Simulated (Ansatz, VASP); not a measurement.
# Two plane-wave programs on Sn

File INCAR:

```
SYSTEM = Sn
PREC = Accurate ; ENCUT = 520
EDIFF = 1E-6 ; ISMEAR = -1
SIGMA = 0.1 ; LREAL = .FALSE.
LASPH = .TRUE. ; NELM = 100
ALGO = Normal ; ISIF = 2
LWAVE = .FALSE. ; LCHARG = .FALSE.
GGA = PE ; NBANDS = 21
```

File KPOINTS:

```
Automatic mesh
0
G
  12 12 12
  0 0 0
```

File POSCAR:

```
Sn
1.0
    4.4259279227      0.0000000298      0.0000000829
   -3.2780564857      2.9737490905      0.0000000829
   -0.5739357958     -1.4868747605      4.1289997731
Sn
2
Direct
    0.0000000000      0.0000000000      0.0000000000
    0.7500000000      0.2500000000      0.5000000000
```

Input for Ansatz:

```yaml
crystal:
  lattice:
    a: 4.425928
    b: 4.425928
    c: 4.425928
    alpha: 97.45086
    beta: 97.45086
    gamma: 137.78668
  atoms:
    - { symbol: Sn, position: [0.0, 0.0, 0.0] }
    - { symbol: Sn, position: [0.75, 0.25, 0.5] }
kpoints:
  mp_grid:
    grid: [12, 12, 12]
hamiltonian:
  xc: pbe
  pseudopotentials:
    kind: paw
scf:
  occupations:
    method: fermi_dirac
output:
  forces: true
  stress: true
  eigenvalues: true
```

Alike in both runs: task single point; functional PBE; k mesh 12 × 12 × 12; no spin polarisation.

|  | VASP | Ansatz |
| --- | --- | --- |
| version | VASP 6.6.1 | Ansatz 0.2.0 |
| potentials or method | VASP PAW PBE potentials, release 64 (Sn_d) | plane waves, PAW |
| plane-wave cutoff (eV) | 520 | 420 |
| occupations | fermi-dirac, width 0.1 eV | fermi-dirac |
| valence electrons in the cell | 28 | 28 |

Ansatz gave:

```
gap on the k mesh at the Fermi level (eV)                     : none
pressure (GPa)                                                : 2.4
traceless stress, the component that is largest in VASP (GPa) : -0.27
```

Problem. Estimate VASP's values.

Solution. gap on the k mesh at the Fermi level (eV): none; pressure (GPa): 2.3; traceless stress, the component that is largest in VASP (GPa): -0.27.

A gap of «none» marks a metal or a gap that the smearing closes.
